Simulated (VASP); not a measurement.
A run of VASP 6.6.1:

INCAR

```
SYSTEM = ZrH2Br
ALGO = Normal
EDIFF = 1E-6
ENCUT = 520
GGA = PE
ISIF = 2
ISMEAR = 0
LASPH = .TRUE.
LCHARG = .FALSE.
LREAL = .FALSE.
LWAVE = .FALSE.
NBANDS = 31
NELM = 60
PREC = Accurate
SIGMA = 0.1
```

File KPOINTS:

```
k-points
0
G
  6 6 2
  0 0 0
```

POSCAR

```
ZrH2Br
1.0
    3.5174652391      0.0000000000      0.0000000000
   -1.7587326196      3.0462142540      0.0000000000
    0.0000000000      0.0000000000      9.8630014224
Zr H Br
2 4 2
Direct
    0.6666666667      0.3333333333      0.7223606303
    0.3333333333      0.6666666667      0.2223606303
    0.6666666667      0.3333333333      0.2848311904
    0.0000000000      0.0000000000      0.7262206987
    0.0000000000      0.0000000000      0.2262206987
    0.3333333333      0.6666666667      0.7848311904
    0.6666666667      0.3333333333      1.0076474906
    0.3333333333      0.6666666667      0.5076474906
```

Potentials or basis: VASP PAW PBE potentials, release 64 (Zr_sv, H, Br).

Run with:

```bash
$ cat potpaw_PBE.64/Zr_sv/POTCAR potpaw_PBE.64/H/POTCAR potpaw_PBE.64/Br/POTCAR > POTCAR
$ mpirun -np 1 vasp_std > vasp.out
```

Hardware: 1 thread of Intel(R) Xeon(R) Platinum 8175M CPU @ 2.50GHz (Skylake/Cascade Lake), with other jobs on the host.

Q: How long does it take, and how much memory?

A: Wall time 74 s on 1 thread of Intel(R) Xeon(R) Platinum 8175M CPU @ 2.50GHz (Skylake/Cascade Lake), with other jobs on the host, peak memory 0.25 GiB. Counts: scf iterations 14, k points 14.
